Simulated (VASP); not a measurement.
Sn: single point with PBE

Crystal: Sn.

```
CELL_PARAMETERS angstrom
0.00000 3.23334 3.23334
3.23334 0.00000 3.23334
3.23334 3.23334 0.00000
ATOMIC_POSITIONS crystal
Sn 0.01546 0.98454 0.01546
Sn 0.25000 0.25000 0.25000
```

```yaml
Program: VASP 6.6.1
Task: single point
Functional: PBE
Potentials_or_basis: VASP PAW PBE potentials, release 64 (Sn_d)
Cutoff: 520 eV
k_mesh: 10 × 10 × 10
Occupations: gaussian, width 0.05 eV
Spin: no spin polarisation
```

| Property | Result |
| --- | --- |
| Pressure | 3.9 GPa |
| Largest force | 0.811 eV/Å |
| Band gap on the k mesh | zero (band 14 reaches 5.91 eV, above the bottom of band 15 at 5.64 eV) |

Forces on the atoms (eV/Å):
```
Sn   0.000 -0.811  0.000
Sn   0.000  0.811  0.000
```

Stress tensor (GPa, compression positive):
```
3.99 0.00 2.47
0.00 3.80 0.00
2.47 0.00 3.99
```

Levels at points of the mesh, in eV from the Fermi level:
```tsv
k point	band 12	band 13	band 14	band 15	band 16	band 17
(0.00, 0.00, 0.00)	-0.65	-0.33	0.02	0.32	1.80	2.06
(0.50, 0.00, 0.00)	-6.20	-1.42	-1.05	-0.20	2.85	3.35
(0.00, 0.50, 0.00)	-6.65	-1.37	-1.04	0.04	2.94	3.45
(0.50, 0.50, 0.00)	-7.65	-2.57	-2.57	0.71	0.71	7.72
(0.50, 0.00, 0.50)	-7.36	-2.69	-2.50	0.51	0.93	7.54
```

Wall time 2.7 min on 1 thread of Intel(R) Xeon(R) Platinum 8488C (Sapphire Rapids), on a shared host, peak memory 0.34 GiB.

Caveat: spin-orbit coupling is left out, which moves the levels of the heavy elements.
